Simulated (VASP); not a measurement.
# ZrC (Fm-3m) in VASP: further runs

The runs below take ZrC through electric field gradients, with PBE.

Program: VASP 6.6.1. These are calculated values, not measurements. Logs are shortened: lines on timing, memory, paths and dates and some standing lists are left out, and cuts for length are marked.

## (1) The cell of the first run

It takes space group Fm-3m (No. 225, cubic). The conventional cell has a = 4.747 Å, b = 4.747 Å, c = 4.747 Å, α = 90.00°, β = 90.00°, γ = 90.00°. Within 3.1 Å of Zr (site symmetry m-3m) lie 6 C at 2.37 Å. Within 3.1 Å of C (site symmetry m-3m) lie 6 Zr at 2.37 Å.

## (2) Electric field gradients, PBE (volume scaled by 1.03)

Input file INCAR:

```
SYSTEM = ZrC
ALGO = Normal
EDIFF = 1E-8
ENCUT = 520
GGA = PE
ISIF = 2
ISMEAR = -1
LASPH = .True.
LCHARG = .False.
LEFG = .True.
LREAL = .False.
LWAVE = .False.
NBANDS = 15
NELM = 100
PREC = Accurate
SIGMA = 0.05
```

Input file KPOINTS:

```
k-points
0
Gamma
  15 15 15
  0 0 0
```

Input file POSCAR:

```
ZrC
1.0
    0.0000000000      2.3734809194      2.3734809194
    2.3734809194      0.0000000000      2.3734809194
    2.3734809194      2.3734809194      0.0000000000
Zr C
1 1
Direct
    0.5000000000      0.5000000000      0.5000000000
    0.0000000000      0.0000000000      0.0000000000
```

Potentials or basis: VASP PAW PBE potentials, release 64 (Zr_sv, C).

Command:

```console
$ cat potpaw_PBE.64/Zr_sv/POTCAR potpaw_PBE.64/C/POTCAR > POTCAR
$ mpirun -np 1 vasp_std > vasp.out
```

OUTCAR:

```text
SYSTEM = ZrC
   EDIFF = 1E-8
   ENCUT = 520
   GGA = PE
   ISIF = 2
   ISMEAR = -1
   LASPH = .True.
   LREAL = .False.
   NELM = 100
   PREC = Accurate

 ion  position               nearest neighbor table
   1  0.500  0.500  0.500-   2 2.37   2 2.37   2 2.37   2 2.37   2 2.37   2 2.37
   2  0.000  0.000  0.000-   1 2.37   1 2.37   1 2.37   1 2.37   1 2.37   1 2.37

  LATTYP: Found a face centered cubic cell.
 ALAT       =     4.7469618388

  Lattice vectors:

 A1 = (   0.0000000000,   2.3734809194,   2.3734809194)
 A2 = (   2.3734809194,   0.0000000000,   2.3734809194)
 A3 = (   2.3734809194,   2.3734809194,   0.0000000000)

Analysis of symmetry for initial positions (statically):
=====================================================================
 Subroutine PRICEL returns:
 Original cell was already a primitive cell.

 Routine SETGRP: Setting up the symmetry group for a
 face centered cubic supercell.

 Subroutine GETGRP returns: Found 48 space group operations
 (whereof 48 operations were pure point group operations)
 out of a pool of 48 trial point group operations.

The static configuration has the point symmetry O_h .

Analysis of symmetry for dynamics (positions and initial velocities):
=====================================================================
 Subroutine PRICEL returns:
 Original cell was already a primitive cell.

 Routine SETGRP: Setting up the symmetry group for a
 face centered cubic supercell.

 Subroutine GETGRP returns: Found 48 space group operations
 (whereof 48 operations were pure point group operations)
 out of a pool of 48 trial point group operations.

The dynamic configuration has the point symmetry O_h .

 Subroutine INISYM returns: Found 48 space group operations
 (whereof 48 operations are pure point group operations),
 and found     1 'primitive' translations

----------------------------------------------------------------------------------------

                                     Primitive cell

  volume of cell :      26.7416

  direct lattice vectors                    reciprocal lattice vectors
     0.000000000  2.373480919  2.373480919    -0.210661057  0.210661057  0.210661057
     2.373480919  0.000000000  2.373480919     0.210661057 -0.210661057  0.210661057
     2.373480919  2.373480919  0.000000000     0.210661057  0.210661057 -0.210661057

[... 136 lines left out ...]
 Fermi energy:         9.2652084895

 k-point     1 :       0.0000    0.0000    0.0000
  band No.  band energies     occupation
      1     -38.9445      2.00000
      2     -16.6728      2.00000
      3     -16.6728      2.00000
      4     -16.6728      2.00000
      5      -1.9250      2.00000
      6      10.2031      0.00000
      7      10.2031      0.00000
      8      10.2031      0.00000
      9      10.3585      0.00000
     10      10.3585      0.00000
     11      10.3585      0.00000
     12      12.0027      0.00000
     13      12.0027      0.00000
     14      16.2505      0.00000
[... 401 lines left out ...]
      2     -16.8890      2.00000
      3     -16.7362      2.00000
      4     -16.7280      2.00000
      5      -1.1796      2.00000
      6       7.0049      2.00000
      7       8.6108      2.00000
      8       8.8503      1.99950
      9       9.8562      0.00001
     10      12.1357      0.00000
     11      12.5345      0.00000
     12      13.1320      0.00000
     13      14.9285      0.00000
     14      18.3476      0.00000
     15      21.7479      0.00000

 [... further k-points ...]

------------------------ aborting loop because EDIFF is reached ----------------------------------------

  FORCE on cell =-STRESS in cart. coord.  units (eV):
  Direction    XX          YY          ZZ          XY          YZ          ZX
  --------------------------------------------------------------------------------------
  -------------------------------------------------------------------------------------
  Total       -0.8210599     -0.8210599     -0.8210599      0.0000000     -0.0000000      0.0000000
  in kB      -49.1924215    -49.1924215    -49.1924215      0.0000000     -0.0000000      0.0000000
  external PRESSURE =     -49.1924215 kB  Pullay stress =       0.0000000 kB

 VOLUME and BASIS-vectors are now :
 -----------------------------------------------------------------------------
  energy-cutoff  :      520.00
  volume of cell :       26.74
      direct lattice vectors                 reciprocal lattice vectors
     0.000000000  2.373480919  2.373480919    -0.210661057  0.210661057  0.210661057
     2.373480919  0.000000000  2.373480919     0.210661057 -0.210661057  0.210661057
     2.373480919  2.373480919  0.000000000     0.210661057  0.210661057 -0.210661057

 POSITION                                       TOTAL-FORCE (eV/Angst)
 -----------------------------------------------------------------------------------
      2.37348      2.37348      2.37348        -0.000000      0.000000      0.000000
      0.00000      0.00000      0.00000         0.000000     -0.000000     -0.000000
 -----------------------------------------------------------------------------------
    total drift:                                0.000000      0.000000      0.000000

  FREE ENERGIE OF THE ION-ELECTRON SYSTEM (eV)
  ---------------------------------------------------
  free  energy   TOTEN  =       -19.4537199846 eV

  energy  without entropy=      -19.4510108445  energy(sigma->0) =      -19.45236541

 Electric field gradients (V/A^2)
---------------------------------------------------------------------
 ion       V_xx      V_yy      V_zz      V_xy      V_xz      V_yz
---------------------------------------------------------------------
   1       0.000     0.000    -0.000    -0.000    -0.000    -0.000
   2      -0.000    -0.000     0.000    -0.000    -0.000    -0.000
---------------------------------------------------------------------

 Electric field gradients after diagonalization (V/A^2)
 (convention: |V_zz| > |V_xx| > |V_yy|)
----------------------------------------------------------------------
 ion       V_xx      V_yy      V_zz     asymmetry (V_yy - V_xx)/ V_zz
----------------------------------------------------------------------
   1       0.000     0.000    -0.000       0.000
   2       0.000     0.000    -0.000       0.000
----------------------------------------------------------------------

           NMR quadrupolar parameters

 Cq : quadrupolar parameter    Cq=e*Q*V_zz/h
 eta: asymmetry parameters     (V_yy - V_xx)/ V_zz
 Q  : nuclear electric quadrupole moment in mb (millibarn)
----------------------------------------------------------------------
 ion       Cq(MHz)       eta       Q (mb)
----------------------------------------------------------------------
   1      -0.000       0.000       1.000
   2      -0.000       0.000       1.000
----------------------------------------------------------------------
```

OSZICAR:

```text
N       E                     dE             d eps       ncg     rms          rms(c)
DAV:   1     0.100646564380E+03    0.10065E+03   -0.85506E+03  3608   0.107E+03
DAV:   2    -0.167236369584E+02   -0.11737E+03   -0.10998E+03  4538   0.289E+02
DAV:   3    -0.228334163061E+02   -0.61098E+01   -0.60732E+01  5969   0.549E+01
DAV:   4    -0.229637773212E+02   -0.13036E+00   -0.13030E+00  4465   0.564E+00
DAV:   5    -0.229648410834E+02   -0.10638E-02   -0.10637E-02  4692   0.498E-01    0.193E+01
DAV:   6    -0.195969804204E+02    0.33679E+01   -0.65400E+00  4196   0.227E+01    0.659E+00
DAV:   7    -0.194720756013E+02    0.12490E+00   -0.62305E-01  4129   0.599E+00    0.578E+00
DAV:   8    -0.194968231150E+02   -0.24748E-01   -0.37551E-01  4251   0.479E+00    0.517E+00
DAV:   9    -0.194552310498E+02    0.41592E-01   -0.69800E-02  3964   0.194E+00    0.102E+00
DAV:  10    -0.194537246919E+02    0.15064E-02   -0.68801E-03  4671   0.671E-01    0.423E-02
DAV:  11    -0.194537278221E+02   -0.31301E-05   -0.16358E-04  4173   0.116E-01    0.551E-02
DAV:  12    -0.194537217649E+02    0.60572E-05   -0.53259E-06  4486   0.189E-02    0.184E-02
DAV:  13    -0.194537200722E+02    0.16927E-05   -0.27310E-06  4581   0.102E-02    0.432E-03
DAV:  14    -0.194537199984E+02    0.73788E-07   -0.11567E-07  4112   0.215E-03    0.126E-03
DAV:  15    -0.194537200116E+02   -0.13210E-07   -0.61640E-09  3095   0.707E-04    0.709E-04
DAV:  16    -0.194537199849E+02    0.26702E-07   -0.48634E-09  2423   0.638E-04    0.168E-04
DAV:  17    -0.194537199846E+02    0.32128E-09   -0.38399E-10  2157   0.192E-04
   1 F= -.19453720E+02 E0= -.19452365E+02  d E =-.270914E-02
```

stdout:

```text
POSCAR found type information on POSCAR ZrC
 POSCAR found :  2 types and       2 ions
 scaLAPACK will be used
 LDA part: xc-table for (Slater+PW92), standard interpolation
 POSCAR, INCAR and KPOINTS ok, starting setup
 FFT: planning ... GRIDC
 FFT: planning ... GRID_SOFT
 FFT: planning ... GRID
 WAVECAR not read
 entering main loop
ion   1

ion   2
```

It took 64 s on 1 thread of AMD EPYC 7R13 (Zen 3), shared host; peak memory 0.16 GiB.

What came out:

* Free energy: -19.4537 eV
* Pressure: -4.9 GPa
* Band gap on the k mesh: zero (band 8 reaches 10.20 eV, above the bottom of band 9 at 8.91 eV)

Levels at points of the mesh, in eV from the Fermi level:
```
           k point  band 6  band 7  band 8  band 9  band 10  band 11
(0.00, 0.00, 0.00)    0.94    0.94    0.94    1.09     1.09     1.09
```

Caveat: without QUAD_EFG the Cq values of the log hold for a quadrupole moment of 1 mb, not for the nuclei.

## (3) Electric field gradients, PBE (volume scaled by 1.06)

Input file INCAR:

```
PREC = Accurate
ENCUT = 520
EDIFF = 1E-8
ISMEAR = -1
SIGMA = 0.05
LREAL = F
LASPH = T
NELM = 80
ALGO = Normal
ISIF = 2
LWAVE = F
LCHARG = F
GGA = PE
LEFG = T
NBANDS = 15
```

Input file KPOINTS:

```
Automatic mesh
0
Gamma
  15 15 15
```

Input file POSCAR:

```
ZrC
1.0
    0.0000000000      2.3963042514      2.3963042514
    2.3963042514      0.0000000000      2.3963042514
    2.3963042514      2.3963042514      0.0000000000
Zr C
1 1
Direct
    0.5000000000      0.5000000000      0.5000000000
    0.0000000000      0.0000000000      0.0000000000
```

Potentials or basis: VASP PAW PBE potentials, release 64 (Zr_sv, C).

Command:

```console
$ cat potpaw_PBE.64/Zr_sv/POTCAR potpaw_PBE.64/C/POTCAR > POTCAR
$ mpirun -np 1 vasp_std > vasp.out
```

OUTCAR:

```text
PREC = Accurate
   ENCUT = 520
   EDIFF = 1E-8
   ISMEAR = -1
   LREAL = F
   LASPH = T
   NELM = 80
   ISIF = 2
   GGA = PE

 ion  position               nearest neighbor table
   1  0.500  0.500  0.500-   2 2.40   2 2.40   2 2.40   2 2.40   2 2.40   2 2.40
   2  0.000  0.000  0.000-   1 2.40   1 2.40   1 2.40   1 2.40   1 2.40   1 2.40

  LATTYP: Found a face centered cubic cell.
 ALAT       =     4.7926085028

  Lattice vectors:

 A1 = (   0.0000000000,   2.3963042514,   2.3963042514)
 A2 = (   2.3963042514,   0.0000000000,   2.3963042514)
 A3 = (   2.3963042514,   2.3963042514,   0.0000000000)

Analysis of symmetry for initial positions (statically):
=====================================================================
 Subroutine PRICEL returns:
 Original cell was already a primitive cell.

 Routine SETGRP: Setting up the symmetry group for a
 face centered cubic supercell.

 Subroutine GETGRP returns: Found 48 space group operations
[... 619 lines left out ...]
  volume of cell :       27.52
      direct lattice vectors                 reciprocal lattice vectors
     0.000000000  2.396304251  2.396304251    -0.208654640  0.208654640  0.208654640
     2.396304251  0.000000000  2.396304251     0.208654640 -0.208654640  0.208654640
     2.396304251  2.396304251  0.000000000     0.208654640  0.208654640 -0.208654640

 POSITION                                       TOTAL-FORCE (eV/Angst)
 -----------------------------------------------------------------------------------
      2.39630      2.39630      2.39630        -0.000000     -0.000000     -0.000000
      0.00000      0.00000      0.00000         0.000000      0.000000      0.000000
 -----------------------------------------------------------------------------------
    total drift:                                0.000000      0.000000      0.000000

  FREE ENERGIE OF THE ION-ELECTRON SYSTEM (eV)
  ---------------------------------------------------
  free  energy   TOTEN  =       -19.4166679269 eV

  energy  without entropy=      -19.4138052947  energy(sigma->0) =      -19.41523661

 Electric field gradients (V/A^2)
---------------------------------------------------------------------
 ion       V_xx      V_yy      V_zz      V_xy      V_xz      V_yz
---------------------------------------------------------------------
   1       0.000     0.000     0.000    -0.000    -0.000    -0.000
   2      -0.000     0.000    -0.000    -0.000    -0.000    -0.000
---------------------------------------------------------------------

 Electric field gradients after diagonalization (V/A^2)
 (convention: |V_zz| > |V_xx| > |V_yy|)
----------------------------------------------------------------------
 ion       V_xx      V_yy      V_zz     asymmetry (V_yy - V_xx)/ V_zz
----------------------------------------------------------------------
   1       0.000     0.000    -0.000       0.000
   2       0.000     0.000    -0.001       0.000
----------------------------------------------------------------------

           NMR quadrupolar parameters

 Cq : quadrupolar parameter    Cq=e*Q*V_zz/h
 eta: asymmetry parameters     (V_yy - V_xx)/ V_zz
 Q  : nuclear electric quadrupole moment in mb (millibarn)
----------------------------------------------------------------------
 ion       Cq(MHz)       eta       Q (mb)
----------------------------------------------------------------------
   1      -0.000       0.000       1.000
   2      -0.000       0.000       1.000
----------------------------------------------------------------------
```

OSZICAR:

```text
N       E                     dE             d eps       ncg     rms          rms(c)
DAV:   1     0.100126758195E+03    0.10013E+03   -0.85334E+03  3600   0.107E+03
DAV:   2    -0.166016220539E+02   -0.11673E+03   -0.10921E+03  4608   0.285E+02
DAV:   3    -0.228616751080E+02   -0.62601E+01   -0.62220E+01  6035   0.553E+01
DAV:   4    -0.229685881537E+02   -0.10691E+00   -0.10686E+00  4400   0.545E+00
DAV:   5    -0.229697489665E+02   -0.11608E-02   -0.11608E-02  4612   0.491E-01    0.183E+01
DAV:   6    -0.195864364178E+02    0.33833E+01   -0.67014E+00  4224   0.226E+01    0.620E+00
DAV:   7    -0.194380479748E+02    0.14839E+00   -0.63808E-01  4106   0.609E+00    0.541E+00
DAV:   8    -0.194642132751E+02   -0.26165E-01   -0.42090E-01  4251   0.505E+00    0.508E+00
DAV:   9    -0.194180836962E+02    0.46130E-01   -0.80632E-02  3971   0.210E+00    0.945E-01
DAV:  10    -0.194166738080E+02    0.14099E-02   -0.65016E-03  4643   0.658E-01    0.440E-02
DAV:  11    -0.194166757584E+02   -0.19504E-05   -0.14687E-04  4268   0.104E-01    0.554E-02
DAV:  12    -0.194166694642E+02    0.62942E-05   -0.67126E-06  4559   0.197E-02    0.172E-02
DAV:  13    -0.194166680036E+02    0.14606E-05   -0.24452E-06  4559   0.984E-03    0.373E-03
DAV:  14    -0.194166679435E+02    0.60123E-07   -0.11053E-07  4078   0.204E-03    0.140E-03
DAV:  15    -0.194166679557E+02   -0.12252E-07   -0.52588E-09  3068   0.647E-04    0.938E-04
DAV:  16    -0.194166679271E+02    0.28620E-07   -0.72654E-09  2430   0.737E-04    0.195E-04
DAV:  17    -0.194166679269E+02    0.24329E-09   -0.52547E-10  2192   0.222E-04
   1 F= -.19416668E+02 E0= -.19415237E+02  d E =-.286263E-02
```

stdout:

```text
POSCAR found type information on POSCAR ZrC
 POSCAR found :  2 types and       2 ions
 scaLAPACK will be used
 LDA part: xc-table for (Slater+PW92), standard interpolation
 POSCAR, INCAR and KPOINTS ok, starting setup
 FFT: planning ... GRIDC
 FFT: planning ... GRID_SOFT
 FFT: planning ... GRID
 WAVECAR not read
 entering main loop
ion   1

ion   2
```

It took 62 s on 1 thread of AMD EPYC 7R13 (Zen 3), shared host; peak memory 0.16 GiB.

What came out:

```yaml
Free_energy: -19.4167 eV
Pressure: -10.4 GPa
Band_gap_on_the_k_mesh: zero (band 8 reaches 9.88 eV, above the bottom of band 9 at 8.60 eV)
```

Caveat: without QUAD_EFG the Cq values of the log hold for a quadrupole moment of 1 mb, not for the nuclei.
